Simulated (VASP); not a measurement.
# PbO2 (Plattnerite) (Pnma) in VASP: single point with PBE

Aim: the single point of PbO2 (Plattnerite) with PBE.

All numbers are computed with VASP 6.6.1; they aren't measurements. Logs are shortened: lines on timing, memory, paths and dates and some standing lists are left out, and cuts for length are marked.

## 1. The cell of the first run

It takes space group Pnma (No. 62, orthorhombic). The conventional cell has a = 5.298 Å, b = 3.269 Å, c = 6.239 Å, α = 90.00°, β = 90.00°, γ = 90.00°. Pb (site symmetry m) has 9 O at 2.04 to 2.44 Å within 2.7 Å. O (site symmetry m) has 4 Pb at 2.04 to 2.14 Å and 8 O at 2.42 to 2.57 Å within 2.7 Å. O (site symmetry m) has 5 Pb at 2.13 to 2.44 Å and 8 O at 2.42 to 2.75 Å within 2.8 Å.

## 2. Single point, PBE

Input file INCAR:

```
SYSTEM = PbO2
PREC = Accurate ; ENCUT = 520
EDIFF = 1E-7 ; ISMEAR = -1
SIGMA = 0.05 ; LREAL = .False.
LASPH = .True. ; NELM = 100
ALGO = Normal ; ISIF = 2
LWAVE = .False. ; LCHARG = .False.
GGA = PE ; NBANDS = 64
```

Input file KPOINTS:

```
regular mesh
0
Gamma
  6 10 6
  0 0 0
```

Input file POSCAR:

```
PbO2
1.0
    5.2980000000      0.0000000000      0.0000000000
    0.0000000000      3.2690000000      0.0000000000
    0.0000000000      0.0000000000      6.2390000000
Pb O
4 8
Direct
    0.2561853307      0.2500000000      0.8904799045
    0.7438146693      0.7500000000      0.1095200955
    0.7561853307      0.2500000000      0.6095200955
    0.2438146693      0.7500000000      0.3904799045
    0.3552121804      0.2500000000      0.5746284370
    0.6447878196      0.7500000000      0.4253715630
    0.8552121804      0.2500000000      0.9253715630
    0.1447878196      0.7500000000      0.0746284370
    0.0233761766      0.7500000000      0.6764142306
    0.9766238234      0.2500000000      0.3235857694
    0.5233761766      0.7500000000      0.8235857694
    0.4766238234      0.2500000000      0.1764142306
```

Potentials or basis: VASP PAW PBE potentials, release 64 (Pb_d, O).

Launch:

```bash
> cat potpaw_PBE.64/Pb_d/POTCAR potpaw_PBE.64/O/POTCAR > POTCAR
> mpirun -np 1 vasp_std > vasp.out
```

OUTCAR:

```text
SYSTEM = PbO2
   PREC = Accurate
   ENCUT = 520
   EDIFF = 1E-7
   ISMEAR = -1
   LREAL = .False.
   LASPH = .True.
   NELM = 100
   ISIF = 2
   GGA = PE

 ion  position               nearest neighbor table
   1  0.256  0.250  0.890-   5 2.04   8 2.08   8 2.08  12 2.13   7 2.14  11 2.20  11 2.20   9 2.44
                             9 2.44   3 3.18   3 3.18   2 3.35   2 3.35   2 3.45   2 3.45   4 3.52
   2  0.744  0.750  0.110-   6 2.04   7 2.08   7 2.08  11 2.13   8 2.14  12 2.20  12 2.20  10 2.44
                            10 2.44   4 3.18   4 3.18   1 3.35   1 3.35   1 3.45   1 3.45   3 3.52
   3  0.756  0.250  0.610-   7 2.04   6 2.08   6 2.08  10 2.13   5 2.14   9 2.20   9 2.20  11 2.44
                            11 2.44   1 3.18   1 3.18   4 3.35   4 3.35   4 3.45   4 3.45   2 3.52
   4  0.244  0.750  0.390-   8 2.04   5 2.08   5 2.08   9 2.13   6 2.14  10 2.20  10 2.20  12 2.44
                            12 2.44   2 3.18   2 3.18   3 3.35   3 3.35   3 3.45   3 3.45   1 3.52
   5  0.355  0.250  0.575-   1 2.04   4 2.08   4 2.08   3 2.14
   6  0.645  0.750  0.425-   2 2.04   3 2.08   3 2.08   4 2.14
   7  0.855  0.250  0.925-   3 2.04   2 2.08   2 2.08   1 2.14
   8  0.145  0.750  0.075-   4 2.04   1 2.08   1 2.08   2 2.14
   9  0.023  0.750  0.676-   4 2.13   3 2.20   3 2.20   1 2.44   1 2.44
  10  0.977  0.250  0.324-   3 2.13   4 2.20   4 2.20   2 2.44   2 2.44
  11  0.523  0.750  0.824-   2 2.13   1 2.20   1 2.20   3 2.44   3 2.44
  12  0.477  0.250  0.176-   1 2.13   2 2.20   2 2.20   4 2.44   4 2.44

  LATTYP: Found a simple orthorhombic cell.
 ALAT       =     3.2690000000
 B/A-ratio  =     1.6206791068
 C/A-ratio  =     1.9085347201

  Lattice vectors:

 A1 = (   0.0000000000,  -3.2690000000,   0.0000000000)
 A2 = (   5.2980000000,   0.0000000000,   0.0000000000)
 A3 = (   0.0000000000,   0.0000000000,   6.2390000000)

Analysis of symmetry for initial positions (statically):
=====================================================================
 Subroutine PRICEL returns:
 Original cell was already a primitive cell.

 Routine SETGRP: Setting up the symmetry group for a
 simple orthorhombic supercell.

 Subroutine GETGRP returns: Found  8 space group operations
 (whereof  2 operations were pure point group operations)
 out of a pool of  8 trial point group operations.

The static configuration has the point symmetry S_2 .
 The point group associated with its full space group is D_2h.

Analysis of symmetry for dynamics (positions and initial velocities):
=====================================================================
 Subroutine PRICEL returns:
 Original cell was already a primitive cell.

 Routine SETGRP: Setting up the symmetry group for a
 simple orthorhombic supercell.

 Subroutine GETGRP returns: Found  8 space group operations
 (whereof  2 operations were pure point group operations)
 out of a pool of  8 trial point group operations.

The dynamic configuration has the point symmetry S_2 .
 The point group associated with its full space group is D_2h.

 Subroutine INISYM returns: Found  8 space group operations
 (whereof  2 operations are pure point group operations),
 and found     1 'primitive' translations

----------------------------------------------------------------------------------------

                                     Primitive cell

  volume of cell :     108.0543

  direct lattice vectors                    reciprocal lattice vectors
     5.298000000  0.000000000  0.000000000     0.188750472  0.000000000  0.000000000
     0.000000000  3.269000000  0.000000000     0.000000000  0.305903946  0.000000000
     0.000000000  0.000000000  6.239000000     0.000000000  0.000000000  0.160282096

  length of vectors
     5.298000000  3.269000000  6.239000000     0.188750472  0.305903946  0.160282096

  position of ions in fractional coordinates (direct lattice)
     0.256185331  0.250000000  0.890479904
     0.743814669  0.750000000  0.109520096
     0.756185331  0.250000000  0.609520096
     0.243814669  0.750000000  0.390479904
     0.355212180  0.250000000  0.574628437
     0.644787820  0.750000000  0.425371563
     0.855212180  0.250000000  0.925371563
     0.144787820  0.750000000  0.074628437
     0.023376177  0.750000000  0.676414231
     0.976623823  0.250000000  0.323585769
     0.523376177  0.750000000  0.823585769
     0.476623823  0.250000000  0.176414231

  ion indices of the primitive-cell ions
   primitive index   ion index
                 1           1
                 2           2
                 3           3
                 4           4
                 5           5
                 6           6
                 7           7
                 8           8
                 9           9
                10          10
                11          11
                12          12

----------------------------------------------------------------------------------------

 KPOINTS: regular mesh

Automatic generation of k-mesh.
 Grid dimensions read from file:
 generate k-points for:    6   10    6

 Generating k-lattice:

  Cartesian coordinates                     Fractional coordinates (reciprocal lattice)
     0.031458412  0.000000000  0.000000000     0.166666667  0.000000000  0.000000000
     0.000000000  0.030590395  0.000000000     0.000000000  0.100000000  0.000000000
     0.000000000  0.000000000  0.026713683     0.000000000  0.000000000  0.166666667

  Length of vectors
     0.031458412  0.030590395  0.026713683

  Shift w.r.t. Gamma in fractional coordinates (k-lattice)
     0.000000000  0.000000000  0.000000000

 Subroutine IBZKPT returns following result:
 ===========================================

 Found     96 irreducible k-points:

 Following reciprocal coordinates:
            Coordinates               Weight
  0.000000  0.000000  0.000000      1.000000
  0.166667  0.000000  0.000000      2.000000
  0.333333  0.000000  0.000000      2.000000
  0.500000  0.000000  0.000000      1.000000
  0.000000  0.100000  0.000000      2.000000
  0.166667  0.100000  0.000000      4.000000
[... 16 lines left out ...]
  0.333333  0.500000  0.000000      2.000000
  0.500000  0.500000  0.000000      1.000000
 [... further k-points ...]
   k-points           NKPTS =     96   k-points in BZ     NKDIM =     96   number of bands    NBANDS=     64
   number of dos      NEDOS =    301   number of ions     NIONS =     12
   total plane-waves  NPLWV =  46080
   dimension x,y,z NGX =    40 NGY =   24 NGZ =   48
   dimension x,y,z NGXF=    80 NGYF=   48 NGZF=   96
   ions per type =               4   8
   NGX,Y,Z   is equivalent  to a cutoff of  12.55, 12.21, 12.79 a.u.
   NGXF,Y,Z  is equivalent  to a cutoff of  25.10, 24.41, 25.58 a.u.
 SYSTEM =  PbO2
   PREC   = accura    normal or accurate (medium, high low for compatibility)
   ISTART =      0    job   : 0-new  1-cont  2-samecut
   ICHARG =      2    charge: 1-file 2-atom 10-const
   ISPIN  =      1    spin polarized calculation?
   LNONCOLLINEAR =      F non collinear calculations
   LSORBIT =      F    spin-orbit coupling
   LASPH  =      T    aspherical Exc in radial PAW
   ENCUT  =  520.0 eV  38.22 Ry    6.18 a.u.   9.85  6.08 11.60*2*pi/ulx,y,z
   NELM   =    100;   NELMIN=  2; NELMDL= -5     # of ELM steps
   EDIFF  = 0.1E-06   stopping-criterion for ELM
   LREAL  =      F    real-space projection
   EDIFFG = 0.1E-05   stopping-criterion for IOM
   NSW    =      0    number of steps for IOM
   IBRION =     -1    ionic relax: 0-MD 1-quasi-New 2-CG
   NFREE  =      0    steps in history (QN), initial steepest desc. (CG)
   ISIF   =      2    stress and relaxation
   ISYM   =      2    0-nonsym 1-usesym 2-fastsym
   POTIM  = 0.5000    time-step for ionic-motion
   TEBEG  =    0.0;   TEEND  =   0.0 temperature during run
   PSTRESS=    0.0 pullay stress
   NELECT =     104.0000    total number of electrons
   NUPDOWN=      -1.0000    fix difference up-down
   EMIN   =  10.00;   EMAX   =-10.00  energy-range for DOS
   EFERMI =   0.00;   METHOD = LEGACY
   ISMEAR =    -1;   SIGMA  =   0.05  broadening in eV -4-tet -1-fermi 0-gaus
   EFERMI_NEDOS =   21; number of points for ismear=-14 and -15
   IALGO  =     38    algorithm
   IMIX   =      4    mixing-type and parameters
     AMIX     =   0.40;   BMIX     =  1.00
     AMIX_MAG =   1.60;   BMIX_MAG =  1.00
  volume/ion in A,a.u.               =       9.00        60.77
  Fermi-wavevector in a.u.,A,eV,Ry     =   1.616362  3.054481 35.546940  2.612626
  Thomas-Fermi vector in A             =   2.710961
   LORBIT       =      0    0 simple, 1 ext, 2 COOP (PROOUT), +10 PAW based schemes
   GGA     = PE    functional components
   LHFCALC =     F    Hartree Fock is set to
   AEXX    =    0.0000 exact exchange contribution
   IVDW    =     0    specifies the selected vdW correction
   LEPSILON=     F    determine dielectric tensor
   LRPA    =     F    only Hartree local field effects (RPA)
 non-spin polarized calculation
  energy-cutoff  :      520.00
  volume of cell :      108.05
 maximum number of plane-waves:      2934
 NGX is ok and might be reduce to    40
   NGX = 19   NGY = 13   NGZ = 23

 number of electron     103.9999995 magnetization

 Free energy of the ion-electron system (eV)
  ---------------------------------------------------
  ext. energy  EPLUGINS =         0.00000000
  ---------------------------------------------------
  free energy    TOTEN  =       -53.37368123 eV

  energy without entropy =      -53.37204686  energy(sigma->0) =      -53.37286405

 E-fermi :  10.9737     XC(G=0): -13.5809

 val. band max:       10.8324072414   @ k =   0.0000   0.4000   0.0000
 cond. band min:      11.6727637316   @ k =   0.0000   0.0000   0.1667
 fundamental gap:      0.8403564901
 Fermi energy:        10.9736953860

 k-point     1 :       0.0000    0.0000    0.0000
  band No.  band energies     occupation
      1     -10.6321      2.00000
      2      -9.1399      2.00000
      3      -8.8181      2.00000
      4      -8.2990      2.00000
      5      -7.6718      2.00000
      6      -7.4143      2.00000
[... 56 lines left out ...]
     63      22.2765      0.00000
     64      22.8327      0.00000

 k-point     2 :       0.1667    0.0000    0.0000
  band No.  band energies     occupation
      1     -10.5344      2.00000
      2      -9.2012      2.00000
      3      -8.8055      2.00000
      4      -8.2986      2.00000
      5      -7.7242      2.00000
      6      -7.4946      2.00000
[... 56 lines left out ...]
     63      22.5793      0.00000
     64      22.6089      0.00000

 k-point     3 :       0.3333    0.0000    0.0000
  band No.  band energies     occupation
      1     -10.2589      2.00000
      2      -9.4609      2.00000
      3      -8.6939      2.00000
      4      -8.3469      2.00000
      5      -7.7946      2.00000
      6      -7.6456      2.00000
[... 1396 lines left out ...]
     63      22.7376      0.00000
     64      22.7376      0.00000

 k-point    24 :       0.5000    0.5000    0.0000
  band No.  band energies     occupation
      1      -8.8483      2.00000
      2      -8.8483      2.00000
      3      -8.8483      2.00000
      4      -8.8483      2.00000
      5      -7.6160      2.00000
      6      -7.6160      2.00000
[... 56 lines left out ...]
     63      22.4087      0.00000
     64      22.4087      0.00000

 [... further k-points ...]

------------------------ aborting loop because EDIFF is reached ----------------------------------------

  FORCE on cell =-STRESS in cart. coord.  units (eV):
  Direction    XX          YY          ZZ          XY          YZ          ZX
  --------------------------------------------------------------------------------------
  -------------------------------------------------------------------------------------
  Total       58.3851962     58.7454648     60.1777137      0.0000000      0.0000000      0.0000000
  in kB      865.7080710    871.0499626    892.2866715      0.0000000      0.0000000      0.0000000
  external PRESSURE =     876.3482351 kB  Pullay stress =       0.0000000 kB

 VOLUME and BASIS-vectors are now :
 -----------------------------------------------------------------------------
  energy-cutoff  :      520.00
  volume of cell :      108.05
      direct lattice vectors                 reciprocal lattice vectors
     5.298000000  0.000000000  0.000000000     0.188750472  0.000000000  0.000000000
     0.000000000  3.269000000  0.000000000     0.000000000  0.305903946  0.000000000
     0.000000000  0.000000000  6.239000000     0.000000000  0.000000000  0.160282096

 POSITION                                       TOTAL-FORCE (eV/Angst)
 -----------------------------------------------------------------------------------
      1.35727      0.81725      5.55570        -0.022367      0.000000     -0.022166
      3.94073      2.45175      0.68330         0.022367     -0.000000      0.022166
      4.00627      0.81725      3.80280        -0.022367     -0.000000      0.022166
      1.29173      2.45175      2.43620         0.022367      0.000000     -0.022166
      1.88191      0.81725      3.58511        -0.005651     -0.000000      0.000233
      3.41609      2.45175      2.65389         0.005651     -0.000000     -0.000233
      4.53091      0.81725      5.77339        -0.005651     -0.000000     -0.000233
      0.76709      2.45175      0.46561         0.005651     -0.000000      0.000233
      0.12385      2.45175      4.22015         0.014896      0.000000      0.035956
      5.17415      0.81725      2.01885        -0.014896     -0.000000     -0.035956
      2.77285      2.45175      5.13835         0.014896     -0.000000     -0.035956
      2.52515      0.81725      1.10065        -0.014896     -0.000000      0.035956
 -----------------------------------------------------------------------------------
    total drift:                                0.000000      0.000000     -0.000000

  FREE ENERGIE OF THE ION-ELECTRON SYSTEM (eV)
  ---------------------------------------------------
  free  energy   TOTEN  =       -53.3736812325 eV

  energy  without entropy=      -53.3720468630  energy(sigma->0) =      -53.37286405
```

It took 12 min on 1 thread of AMD EPYC 7R43 (Zen 3), shared host; peak memory 0.51 GiB.

What came out:

```yaml
Free_energy: -53.3737 eV
Pressure: 87.6 GPa
Largest_force: 0.039 eV/Å
Band_gap_on_the_k_mesh: zero (band 52 reaches 10.83 eV, above the bottom of band 53 at 10.78 eV)
```

Forces on the atoms (eV/Å):
```
Pb  -0.022  0.000 -0.022
Pb   0.022  0.000  0.022
Pb  -0.022  0.000  0.022
Pb   0.022  0.000 -0.022
O   -0.006  0.000  0.000
O    0.006  0.000  0.000
O   -0.006  0.000  0.000
O    0.006  0.000  0.000
O    0.015  0.000  0.036
O   -0.015  0.000 -0.036
O    0.015  0.000 -0.036
O   -0.015  0.000  0.036
```

Stress tensor (GPa, compression positive):
```
86.57  0.00  0.00
 0.00 87.10  0.00
 0.00  0.00 89.23
```

Caveat: spin-orbit coupling is left out, which moves the levels of the heavy elements.
